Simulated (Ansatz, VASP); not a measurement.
**Na3TlCl4: VASP beside Ansatz**

```
Na Tl Cl
1.0
    -3.65243    3.65243    3.65243
     3.65243   -3.65243    3.65243
     3.65243    3.65243   -3.65243
Na Tl Cl
3 1 4
Direct
  0.50000 0.50000 0.00000
  0.50000 0.00000 0.50000
  0.00000 0.50000 0.50000
  0.00000 0.00000 0.00000
  0.50000 0.50000 0.50000
  0.00000 0.00000 0.50000
  0.00000 0.50000 0.00000
  0.50000 0.00000 0.00000
```

Alike in both runs: functional PBE; k mesh 6 × 6 × 6; occupations gaussian, width 0.02 eV; no spin polarisation.

Ansatz relaxed the structure, and its values are those at the end. VASP's run is a single point on that final structure, the one shown.

```csv
,VASP,Ansatz
version,VASP 6.6.1,Ansatz 0.2.0
potentials or method,"VASP PAW PBE potentials, release 64 (Na_pv, Tl_d, Cl), cutoff 520 eV","scalar-relativistic, plane waves, PAW"
valence electrons in the cell,62,68
```

```tsv
	VASP	Ansatz	Ansatz less VASP
gap on the k mesh at the Fermi level (eV)	2.83	2.82	-0.011
least direct gap on the mesh (eV)	3.22	3.21	-0.013
pressure (GPa)	-0.1	0.0	+0.07
```

With one functional, cell and mesh, what is left measures potentials, basis and numerics. VASP's potentials hold 62 valence electrons a cell and Ansatz's 68, so a difference there can come from the potentials and not from the codes.

Neither program's run includes spin-orbit coupling.
